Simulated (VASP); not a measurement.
Here is a VASP 6.6.1 calculation.

File POSCAR:

```
Cr
1.0
    0.0000000000      1.7991902402      1.7991902402
    1.7991902402      0.0000000000      1.7991902402
    1.7991902402      1.7991902402      0.0000000000
Cr
1
Direct
    0.0000000000      0.0000000000      0.0000000000
```

Contents of INCAR.step1:

```
SYSTEM = Cr
ALGO = Normal
EDIFF = 1E-4
ENCUT = 520
GGA = PE
ISMEAR = -1
LASPH = .TRUE.
LCHARG = .FALSE.
LREAL = .FALSE.
LWAVE = .TRUE.
NBANDS = 12
NELM = 100
PREC = Accurate
SIGMA = 0.1
```

The input INCAR.step2:

```
SYSTEM = Cr
ALGO = Normal
EDIFF = 1E-6
ENCUT = 520
ISIF = 2
ISMEAR = -1
ISTART = 1
LASPH = .TRUE.
LCHARG = .FALSE.
LMIXTAU = .TRUE.
LREAL = .FALSE.
LWAVE = .FALSE.
METAGGA = R2SCAN
NBANDS = 12
NELM = 100
PREC = Accurate
SIGMA = 0.1
```

File KPOINTS:

```
k-points
0
G
  25 25 25
  0 0 0
```

Potentials or basis: VASP PAW PBE potentials, release 64 (Cr_pv).

Run with:

```console
$ cat potpaw_PBE.64/Cr_pv/POTCAR > POTCAR
$ cp INCAR.step1 INCAR
$ mpirun -np 1 vasp_std > vasp.out
$ cp INCAR.step2 INCAR
$ mpirun -np 1 vasp_std > vasp.out
```

Problem. Estimate the pressure.

Solution. 0.7 GPa.

Problem. Estimate the band gap on the k mesh.

Solution. Zero (band 6 reaches 13.37 eV, above the bottom of band 7 at 10.08 eV).

Caveat: the PAW data sets were made with another functional, which shifts forces and pressure a little; the run has no spin polarisation, though such a crystal can be magnetic. Spin polarisation is off, so any magnetic state and its effect on volume and gap are missing.
